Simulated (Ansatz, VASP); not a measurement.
MgO in VASP and in Ansatz

```xyz
12
Lattice="2.0806 -2.0806 0.0000 2.0806 0.0000 -2.0806 9.1027 8.3225 7.5422" Properties=species:S:1:pos:R:3 pbc="T T T"
Mg    5.2015    1.0403    3.1209
Mg    3.1209    1.0403    1.0403
Mg    7.2822    3.1209    3.1209
Mg   11.4434    5.2015    5.2015
Mg    7.2822    5.2015    5.2015
Mg    3.1209   -1.0403   -1.0403
O     5.2015    1.0403    1.0403
O     1.0403    1.0403    1.0403
O     5.2015    3.1209    3.1209
O     9.3628    5.2015    5.2015
O     9.3628    3.1209    3.1209
O     9.3628    7.2822    7.2822
```

Alike in both runs: task single point; functional LDA; k mesh 9 × 9 × 2; occupations gaussian, width 0.05 eV; no spin polarisation.

```csv
,VASP,Ansatz
version,VASP 6.6.1,Ansatz 0.2.0
potentials or method,"VASP PAW LDA potentials, release 64 (Mg, O), cutoff 520 eV","scalar-relativistic, plane waves, PAW"
valence electrons in the cell,48,96
```

```tsv
	VASP	Ansatz	Ansatz less VASP
gap on the k mesh at the Fermi level (eV)	4.54	4.53	-0.007
least direct gap on the mesh (eV)	4.54	4.53	-0.007
pressure (GPa)	8.8	9.9	+1.14
traceless stress, the component that is largest in VASP (GPa)	13.72	12.80	-0.912
rms of the force components (eV/Å)	3.258	3.032	-0.2263
```

Ansatz warns that its potentials were made for another functional, while VASP's fit it. LDA's correlation is that of Perdew and Zunger in VASP and of Perdew and Wang (1992) in Ansatz. Atom by atom the forces differ by 0.227 eV/Å (rms over components). VASP's potentials hold 48 valence electrons a cell and Ansatz's 96, so a difference there can come from the potentials and not from the codes.
